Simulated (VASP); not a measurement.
A run of VASP 6.6.1 is set up as follows.

INCAR

```
PREC = Accurate
ENCUT = 500
EDIFF = 1E-6
ISMEAR = 0
SIGMA = 0.01
LREAL = False
LASPH = True
NELM = 120
ALGO = Normal
ISIF = 2
LWAVE = False
LCHARG = True
GGA = PE
LELF = True
LVHAR = True
NBANDS = 19
GGA_COMPAT = False
```

Contents of KPOINTS:

```
regular mesh
0
Gamma
  6 6 4
```

POSCAR

```
ZrS2
1.0
    3.6743990845      0.0000000000      0.0000000000
   -1.8371995423      3.1821229508      0.0000000000
    0.0000000000      0.0000000000      5.8568562691
Zr S
1 2
Direct
    0.0000000000      0.0000000000      0.0000000000
    0.3333333333      0.6666666667      0.2462324601
    0.6666666667      0.3333333333      0.7537675399
```

Potentials or basis: VASP PAW PBE potentials, release 64 (Zr_sv, S).

Run with:

```console
$ cat potpaw_PBE.64/Zr_sv/POTCAR potpaw_PBE.64/S/POTCAR > POTCAR
$ mpirun -np 1 vasp_std > vasp.out
```

Task: What does it give for the band gap on the k mesh?

Result: 0.88 eV, indirect (least direct gap 1.50 eV).

Task: Predict the pressure.

Result: 1.3 GPa.

Task: What does it give for the largest force?

Result: 0.038 eV/Å.

Stress tensor (GPa, compression positive):
```
1.04 0.00 0.00
0.00 1.04 0.00
0.00 0.00 1.95
```

Caveat: this functional lacks dispersion, which binds the layers, so the pressure and a relaxed spacing across them are unreliable. A k mesh can miss the band edges.
